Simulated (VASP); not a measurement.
# GaN (rocksalt type) (Fm-3m) in VASP: notebook

Runs on GaN (rocksalt type). Level: PBEsol. Tasks: single point.

Everything below comes from runs of VASP 6.6.1. Logs are shortened: lines on timing, memory, paths and dates and some standing lists are left out, and cuts for length are marked.

### 1 The cell of the first run

The structure is cubic, space group Fm-3m (No. 225). Conventional cell: a = 3.782 Å, b = 3.782 Å, c = 3.782 Å, α = 90.00°, β = 90.00°, γ = 90.00°. Ga (site symmetry m-3m) has 6 N at 1.89 Å within 2.5 Å. N (site symmetry m-3m) has 6 Ga at 1.89 Å within 2.5 Å.

### 2 Single point, PBEsol (volume scaled by 0.72)

File INCAR:

```
ALGO = Normal
EDIFF = 1E-6
ENCUT = 600
GGA = PS
GGA_COMPAT = False
ISIF = 2
ISMEAR = -1
LASPH = True
LCHARG = False
LREAL = False
LWAVE = False
NBANDS = 16
NELM = 120
PREC = Accurate
SIGMA = 0.05
```

File KPOINTS:

```
k-points
0
Gamma
  17 17 17
```

File POSCAR:

```
GaN
1.0
    0.0000000000      1.8909468794      1.8909468794
    1.8909468794      0.0000000000      1.8909468794
    1.8909468794      1.8909468794      0.0000000000
Ga N
1 1
Direct
    0.0000000000      0.0000000000      0.0000000000
    0.5000000000      0.5000000000      0.5000000000
```

Potentials or basis: VASP PAW PBE potentials, release 64 (Ga_d, N).

Command:

```
$ cat potpaw_PBE.64/Ga_d/POTCAR potpaw_PBE.64/N/POTCAR > POTCAR
$ mpirun -np 1 vasp_std > vasp.out
```

OUTCAR:

```text
EDIFF = 1E-6
   ENCUT = 600
   GGA = PS
   ISIF = 2
   ISMEAR = -1
   LASPH = True
   LREAL = False
   NELM = 120
   PREC = Accurate

 ion  position               nearest neighbor table
   1  0.000  0.000  0.000-   2 1.89   2 1.89   2 1.89   2 1.89   2 1.89   2 1.89
   2  0.500  0.500  0.500-   1 1.89   1 1.89   1 1.89   1 1.89   1 1.89   1 1.89

  LATTYP: Found a face centered cubic cell.
 ALAT       =     3.7818937588

  Lattice vectors:

 A1 = (   0.0000000000,   1.8909468794,   1.8909468794)
 A2 = (   1.8909468794,   0.0000000000,   1.8909468794)
 A3 = (   1.8909468794,   1.8909468794,   0.0000000000)

Analysis of symmetry for initial positions (statically):
=====================================================================
 Subroutine PRICEL returns:
 Original cell was already a primitive cell.

 Routine SETGRP: Setting up the symmetry group for a
 face centered cubic supercell.

 Subroutine GETGRP returns: Found 48 space group operations
 (whereof 48 operations were pure point group operations)
 out of a pool of 48 trial point group operations.

The static configuration has the point symmetry O_h .

Analysis of symmetry for dynamics (positions and initial velocities):
=====================================================================
 Subroutine PRICEL returns:
 Original cell was already a primitive cell.

 Routine SETGRP: Setting up the symmetry group for a
 face centered cubic supercell.

 Subroutine GETGRP returns: Found 48 space group operations
 (whereof 48 operations were pure point group operations)
 out of a pool of 48 trial point group operations.

The dynamic configuration has the point symmetry O_h .

 Subroutine INISYM returns: Found 48 space group operations
 (whereof 48 operations are pure point group operations),
 and found     1 'primitive' translations

----------------------------------------------------------------------------------------

                                     Primitive cell

  volume of cell :      13.5228

  direct lattice vectors                    reciprocal lattice vectors
     0.000000000  1.890946879  1.890946879    -0.264417793  0.264417793  0.264417793
     1.890946879  0.000000000  1.890946879     0.264417793 -0.264417793  0.264417793
     1.890946879  1.890946879  0.000000000     0.264417793  0.264417793 -0.264417793

  length of vectors
     2.674202723  2.674202723  2.674202723     0.457985051  0.457985051  0.457985051

  position of ions in fractional coordinates (direct lattice)
     0.000000000  0.000000000  0.000000000
     0.500000000  0.500000000  0.500000000

  ion indices of the primitive-cell ions
   primitive index   ion index
                 1           1
                 2           2

----------------------------------------------------------------------------------------

 KPOINTS: k-points

Automatic generation of k-mesh.
 Grid dimensions read from file:
 generate k-points for:   17   17   17

 Generating k-lattice:

  Cartesian coordinates                     Fractional coordinates (reciprocal lattice)
    -0.015553988  0.015553988  0.015553988     0.058823529  0.000000000  0.000000000
     0.015553988 -0.015553988  0.015553988     0.000000000  0.058823529  0.000000000
     0.015553988  0.015553988 -0.015553988     0.000000000  0.000000000  0.058823529

  Length of vectors
     0.026940297  0.026940297  0.026940297

  Shift w.r.t. Gamma in fractional coordinates (k-lattice)
     0.000000000  0.000000000  0.000000000

 Subroutine IBZKPT returns following result:
 ===========================================

 Found    165 irreducible k-points:

 Following reciprocal coordinates:
            Coordinates               Weight
  0.000000  0.000000  0.000000      1.000000
  0.058824  0.000000  0.000000      8.000000
  0.117647  0.000000  0.000000      8.000000
  0.176471  0.000000  0.000000      8.000000
  0.235294  0.000000  0.000000      8.000000
  0.294118  0.000000  0.000000      8.000000
[... 16 lines left out ...]
 -0.176471  0.058824  0.000000     24.000000
 -0.117647  0.058824  0.000000     24.000000
 [... further k-points ...]
   k-points           NKPTS =    165   k-points in BZ     NKDIM =    165   number of bands    NBANDS=     16
   number of dos      NEDOS =    301   number of ions     NIONS =      2
   total plane-waves  NPLWV =  13824
   dimension x,y,z NGX =    24 NGY =   24 NGZ =   24
   dimension x,y,z NGXF=    48 NGYF=   48 NGZF=   48
   ions per type =               1   1
   NGX,Y,Z   is equivalent  to a cutoff of  14.92, 14.92, 14.92 a.u.
   NGXF,Y,Z  is equivalent  to a cutoff of  29.84, 29.84, 29.84 a.u.
 SYSTEM =  unknown system
   PREC   = accura    normal or accurate (medium, high low for compatibility)
   ISTART =      0    job   : 0-new  1-cont  2-samecut
   ICHARG =      2    charge: 1-file 2-atom 10-const
   ISPIN  =      1    spin polarized calculation?
   LNONCOLLINEAR =      F non collinear calculations
   LSORBIT =      F    spin-orbit coupling
   LASPH  =      T    aspherical Exc in radial PAW
   ENCUT  =  600.0 eV  44.10 Ry    6.64 a.u.   5.34  5.34  5.34*2*pi/ulx,y,z
   NELM   =    120;   NELMIN=  2; NELMDL= -5     # of ELM steps
   EDIFF  = 0.1E-05   stopping-criterion for ELM
   LREAL  =      F    real-space projection
   EDIFFG = 0.1E-04   stopping-criterion for IOM
   NSW    =      0    number of steps for IOM
   IBRION =     -1    ionic relax: 0-MD 1-quasi-New 2-CG
   NFREE  =      0    steps in history (QN), initial steepest desc. (CG)
   ISIF   =      2    stress and relaxation
   ISYM   =      2    0-nonsym 1-usesym 2-fastsym
   POTIM  = 0.5000    time-step for ionic-motion
   TEBEG  =    0.0;   TEEND  =   0.0 temperature during run
   PSTRESS=    0.0 pullay stress
   NELECT =      18.0000    total number of electrons
   NUPDOWN=      -1.0000    fix difference up-down
   EMIN   =  10.00;   EMAX   =-10.00  energy-range for DOS
   EFERMI =   0.00;   METHOD = LEGACY
   ISMEAR =    -1;   SIGMA  =   0.05  broadening in eV -4-tet -1-fermi 0-gaus
   EFERMI_NEDOS =   21; number of points for ismear=-14 and -15
   IALGO  =     38    algorithm
   IMIX   =      4    mixing-type and parameters
     AMIX     =   0.40;   BMIX     =  1.00
     AMIX_MAG =   1.60;   BMIX_MAG =  1.00
  volume/ion in A,a.u.               =       6.76        45.63
  Fermi-wavevector in a.u.,A,eV,Ry     =   1.800845  3.403104 44.124276  3.243043
  Thomas-Fermi vector in A             =   2.861489
   LORBIT       =      0    0 simple, 1 ext, 2 COOP (PROOUT), +10 PAW based schemes
   GGA     = PS    functional components
   LHFCALC =     F    Hartree Fock is set to
   AEXX    =    0.0000 exact exchange contribution
   IVDW    =     0    specifies the selected vdW correction
   LEPSILON=     F    determine dielectric tensor
   LRPA    =     F    only Hartree local field effects (RPA)
 non-spin polarized calculation
  energy-cutoff  :      600.00
  volume of cell :       13.52
 maximum number of plane-waves:       465
 NGX is ok and might be reduce to    24
   NGX = 11   NGY = 11   NGZ = 11

 number of electron      17.9999998 magnetization

 Free energy of the ion-electron system (eV)
  ---------------------------------------------------
  ext. energy  EPLUGINS =         0.00000000
  ---------------------------------------------------
  free energy    TOTEN  =       -10.29296886 eV

  energy without entropy =      -10.29296886  energy(sigma->0) =      -10.29296886

 E-fermi :  13.9194     XC(G=0): -15.3250

 val. band max:       12.7446624572   @ k =  -0.1765   0.1765   0.0000
 cond. band min:      15.7287691539   @ k =   0.4706   0.4706   0.0000
 fundamental gap:      2.9841066967
 Fermi energy:        13.9193761489

 k-point     1 :       0.0000    0.0000    0.0000
  band No.  band energies     occupation
      1      -8.6185      2.00000
      2      -1.4460      2.00000
      3      -1.4460      2.00000
      4      -1.4460      2.00000
      5      -1.2135      2.00000
      6      -1.2135      2.00000
[... 8 lines left out ...]
     15      33.8876      0.00000
     16      33.8876      0.00000

 k-point     2 :       0.0588    0.0000    0.0000
  band No.  band energies     occupation
      1      -8.5254      2.00000
      2      -1.4584      2.00000
      3      -1.4367      2.00000
      4      -1.4367      2.00000
      5      -1.2311      2.00000
      6      -1.2311      2.00000
[... 8 lines left out ...]
     15      33.2669      0.00000
     16      33.2669      0.00000

 k-point     3 :       0.1176    0.0000    0.0000
  band No.  band energies     occupation
      1      -8.2483      2.00000
      2      -1.4955      2.00000
      3      -1.4290      2.00000
      4      -1.4289      2.00000
      5      -1.2615      2.00000
      6      -1.2615      2.00000
[... 8 lines left out ...]
     15      32.5252      0.00000
     16      32.5253      0.00000

 k-point     4 :       0.1765    0.0000    0.0000
  band No.  band energies     occupation
      1      -7.7942      2.00000
      2      -1.5565      2.00000
      3      -1.4841      2.00000
      4      -1.4841      2.00000
      5      -1.2384      2.00000
      6      -1.2384      2.00000
[... 8 lines left out ...]
     15      32.6618      0.00000
     16      32.6618      0.00000
[... 324 lines left out ...]
 k-point    22 :      -0.2353    0.0588    0.0000
  band No.  band energies     occupation
      1      -6.8704      2.00000
      2      -1.7030      2.00000
      3      -1.6571      2.00000
      4      -1.6054      2.00000
      5      -1.1863      2.00000
      6      -1.0592      2.00000
[... 8 lines left out ...]
     15      32.6937      0.00000
     16      35.4701      0.00000

 k-point    23 :      -0.1765    0.0588    0.0000
  band No.  band energies     occupation
      1      -7.5306      2.00000
      2      -1.5889      2.00000
      3      -1.5323      2.00000
      4      -1.5211      2.00000
      5      -1.2760      2.00000
      6      -1.1412      2.00000
[... 8 lines left out ...]
     15      32.7643      0.00000
     16      34.4604      0.00000

 k-point    24 :      -0.1176    0.0588    0.0000
  band No.  band energies     occupation
      1      -8.0366      2.00000
      2      -1.5201      2.00000
      3      -1.4514      2.00000
      4      -1.4236      2.00000
      5      -1.3383      2.00000
      6      -1.1983      2.00000
[... 8 lines left out ...]
     15      32.6806      0.00000
     16      33.8725      0.00000

 [... further k-points ...]
[... 5 lines left out ...]
  --------------------------------------------------------------------------------------
  -------------------------------------------------------------------------------------
  Total       13.4917671     13.4917671     13.4917671      0.0000000      0.0000000      0.0000000
  in kB     1598.4955674   1598.4955674   1598.4955674      0.0000000      0.0000000      0.0000000
  external PRESSURE =    1598.4955674 kB  Pullay stress =       0.0000000 kB

 VOLUME and BASIS-vectors are now :
 -----------------------------------------------------------------------------
  energy-cutoff  :      600.00
  volume of cell :       13.52
      direct lattice vectors                 reciprocal lattice vectors
     0.000000000  1.890946879  1.890946879    -0.264417793  0.264417793  0.264417793
     1.890946879  0.000000000  1.890946879     0.264417793 -0.264417793  0.264417793
     1.890946879  1.890946879  0.000000000     0.264417793  0.264417793 -0.264417793

 POSITION                                       TOTAL-FORCE (eV/Angst)
 -----------------------------------------------------------------------------------
      0.00000      0.00000      0.00000         0.000000      0.000000     -0.000000
      1.89095      1.89095      1.89095         0.000000      0.000000      0.000000
 -----------------------------------------------------------------------------------
    total drift:                                0.000000     -0.000000     -0.000000

  FREE ENERGIE OF THE ION-ELECTRON SYSTEM (eV)
  ---------------------------------------------------
  free  energy   TOTEN  =       -10.2929688559 eV

  energy  without entropy=      -10.2929688559  energy(sigma->0) =      -10.29296886
```

Run time: 18 s. Hardware: 1 thread of Intel Xeon 6975P-C (Granite Rapids), shared host; peak memory 0.17 GiB.

Results:

```yaml
Free_energy: -10.2930 eV
Pressure: 159.8 GPa
Band_gap_on_the_k_mesh: 2.98 eV, indirect (least direct gap 6.13 eV)
```

Caveat: the PAW data sets were made with another functional, which shifts forces and pressure a little. A k mesh can miss the band edges.

### 3 Single point, PBEsol (volume scaled by 0.8)

File INCAR:

```
SYSTEM = GaN
PREC = Accurate
ENCUT = 600
EDIFF = 1E-6
ISMEAR = -1
SIGMA = 0.05
LREAL = .FALSE.
LASPH = .TRUE.
NELM = 120
ALGO = Normal
ISIF = 2
LWAVE = .FALSE.
LCHARG = .FALSE.
GGA = PS
NBANDS = 16
GGA_COMPAT = .FALSE.
```

File KPOINTS:

```
Automatic mesh
0
G
  17 17 17
  0 0 0
```

File POSCAR:

```
GaN
1.0
    0.0000000000      1.9585372035      1.9585372035
    1.9585372035      0.0000000000      1.9585372035
    1.9585372035      1.9585372035      0.0000000000
Ga N
1 1
Direct
    0.0000000000      0.0000000000      0.0000000000
    0.5000000000      0.5000000000      0.5000000000
```

Potentials or basis: VASP PAW PBE potentials, release 64 (Ga_d, N).

Command:

```
$ cat potpaw_PBE.64/Ga_d/POTCAR potpaw_PBE.64/N/POTCAR > POTCAR
$ mpirun -np 1 vasp_std > vasp.out
```

OUTCAR:

```text
SYSTEM = GaN
   PREC = Accurate
   ENCUT = 600
   EDIFF = 1E-6
   ISMEAR = -1
   LREAL = .FALSE.
   LASPH = .TRUE.
   NELM = 120
   ISIF = 2
   GGA = PS

 ion  position               nearest neighbor table
   1  0.000  0.000  0.000-   2 1.96   2 1.96   2 1.96   2 1.96   2 1.96   2 1.96
   2  0.500  0.500  0.500-   1 1.96   1 1.96   1 1.96   1 1.96   1 1.96   1 1.96

  LATTYP: Found a face centered cubic cell.
 ALAT       =     3.9170744070

  Lattice vectors:

[... 192 lines left out ...]
      6      -2.8520      2.00000
[... 433 lines left out ...]
      3      -3.0264      2.00000
      4      -3.0070      2.00000
      5      -2.9430      2.00000
      6      -2.8378      2.00000
[... 8 lines left out ...]
     15      29.7304      0.00000
     16      30.7421      0.00000

 [... further k-points ...]
[... 5 lines left out ...]
  --------------------------------------------------------------------------------------
  -------------------------------------------------------------------------------------
  Total        8.0924250      8.0924250      8.0924250      0.0000000      0.0000000     -0.0000000
  in kB      862.9066069    862.9066069    862.9066069      0.0000000      0.0000000     -0.0000000
  external PRESSURE =     862.9066069 kB  Pullay stress =       0.0000000 kB

 VOLUME and BASIS-vectors are now :
 -----------------------------------------------------------------------------
  energy-cutoff  :      600.00
  volume of cell :       15.03
      direct lattice vectors                 reciprocal lattice vectors
     0.000000000  1.958537203  1.958537203    -0.255292572  0.255292572  0.255292572
     1.958537203  0.000000000  1.958537203     0.255292572 -0.255292572  0.255292572
     1.958537203  1.958537203  0.000000000     0.255292572  0.255292572 -0.255292572

 POSITION                                       TOTAL-FORCE (eV/Angst)
 -----------------------------------------------------------------------------------
      0.00000      0.00000      0.00000         0.000000      0.000000     -0.000000
      1.95854      1.95854      1.95854         0.000000     -0.000000      0.000000
 -----------------------------------------------------------------------------------
    total drift:                                0.000000     -0.000000     -0.000000

  FREE ENERGIE OF THE ION-ELECTRON SYSTEM (eV)
  ---------------------------------------------------
  free  energy   TOTEN  =       -11.4233550015 eV

  energy  without entropy=      -11.4233550015  energy(sigma->0) =      -11.42335500
```

OSZICAR:

```text
N       E                     dE             d eps       ncg     rms          rms(c)
DAV:   1     0.736376404088E+02    0.73638E+02   -0.99677E+03  6368   0.244E+03
DAV:   2    -0.947215667510E+01   -0.83110E+02   -0.77859E+02  6136   0.343E+02
DAV:   3    -0.133971644529E+02   -0.39250E+01   -0.39122E+01  6024   0.660E+01
DAV:   4    -0.134283732212E+02   -0.31209E-01   -0.31207E-01  6680   0.615E+00
DAV:   5    -0.134286969496E+02   -0.32373E-03   -0.32373E-03  6256   0.574E-01    0.774E+00
DAV:   6    -0.114985458678E+02    0.19302E+01   -0.35054E+00  7864   0.500E+01    0.260E+00
DAV:   7    -0.114498223162E+02    0.48724E-01   -0.33510E-01  6112   0.532E+00    0.165E+00
DAV:   8    -0.114250101155E+02    0.24812E-01   -0.24399E-02  7192   0.306E+00    0.304E-01
DAV:   9    -0.114233973776E+02    0.16127E-02   -0.54700E-03  7184   0.266E+00    0.657E-02
DAV:  10    -0.114233553522E+02    0.42025E-04   -0.34380E-04  5936   0.236E-01    0.248E-02
DAV:  11    -0.114233576544E+02   -0.23022E-05   -0.66433E-05  7104   0.125E-01    0.245E-02
DAV:  12    -0.114233550027E+02    0.26518E-05   -0.63005E-06  6328   0.374E-02    0.760E-03
DAV:  13    -0.114233550015E+02    0.11405E-08   -0.37256E-07  3464   0.617E-03
   1 F= -.11423355E+02 E0= -.11423355E+02  d E =-.143429E-10
```

stdout:

```text
POSCAR found type information on POSCAR GaN
 POSCAR found :  2 types and       2 ions
 scaLAPACK will be used
 -----------------------------------------------------------------------------
|                                                                             |
|                                                                             |
|     You enforced a specific xc type in the INCAR file but a different       |
|     I HOPE YOU KNOW WHAT YOU ARE DOING!                                     |
|                                                                             |
 -----------------------------------------------------------------------------

 LDA part: xc-table for (Slater+PW92), standard interpolation
 POSCAR, INCAR and KPOINTS ok, starting setup
 FFT: planning ... GRIDC
 FFT: planning ... GRID_SOFT
 FFT: planning ... GRID
 WAVECAR not read
 entering main loop
```

It took 17 s on 1 thread of Intel Xeon 6975P-C (Granite Rapids), shared host; peak memory 0.17 GiB.

What came out:

```yaml
Free_energy: -11.4234 eV
Pressure: 86.3 GPa
Band_gap_on_the_k_mesh: 2.14 eV, indirect (least direct gap 5.74 eV)
```

Levels at points of the mesh, in eV from the valence-band top:
```csv
k point,band 5,band 6,band 7,band 8,band 9,band 10,band 11,band 12,band 13,band 14
"(0.00, 0.00, 0.00)",-13.84,-13.84,-0.88,-0.88,-0.88,5.16,16.01,16.01,16.01,16.58
```

Caveat: the PAW data sets were made with another functional, which shifts forces and pressure a little. A k mesh can miss the band edges.

### 4 Single point, PBEsol (volume scaled by 0.8)

File INCAR:

```
  PREC = Accurate
  ENCUT = 600
  EDIFF = 1E-6
  ISMEAR = -1
  SIGMA = 0.05
  LREAL = F
  LASPH = T
  NELM = 120
  ALGO = Normal
  ISIF = 2
  LWAVE = F
  LCHARG = T
  GGA = PS
  LELF = T
  LVHAR = T
  NBANDS = 16
  GGA_COMPAT = F
```

File KPOINTS:

```
regular mesh
0
Gamma
  17 17 17
```

POSCAR is that of step 3.

Command:

```
$ cat potpaw_PBE.64/Ga_d/POTCAR potpaw_PBE.64/N/POTCAR > POTCAR
$ mpirun -np 1 vasp_std > vasp.out
```

Run time: 17 s. Hardware: 1 thread of Intel Xeon 6975P-C (Granite Rapids), shared host; peak memory 0.18 GiB.

The run converged. Its results:

| Quantity | Value |
| --- | --- |
| Free energy | -11.4234 eV |
| Pressure | 86.3 GPa |
| Band gap on the k mesh | 2.14 eV, indirect (least direct gap 5.74 eV) |

Levels at points of the mesh, in eV from the valence-band top:
```tsv
k point	band 5	band 6	band 7	band 8	band 9	band 10	band 11	band 12	band 13	band 14
(0.00, 0.00, 0.00)	-13.84	-13.84	-0.88	-0.88	-0.88	5.16	16.01	16.01	16.01	16.58
```

Caveat: the PAW data sets were made with another functional, which shifts forces and pressure a little. A k mesh can miss the band edges.

(Part 1 of 2 ends here.)
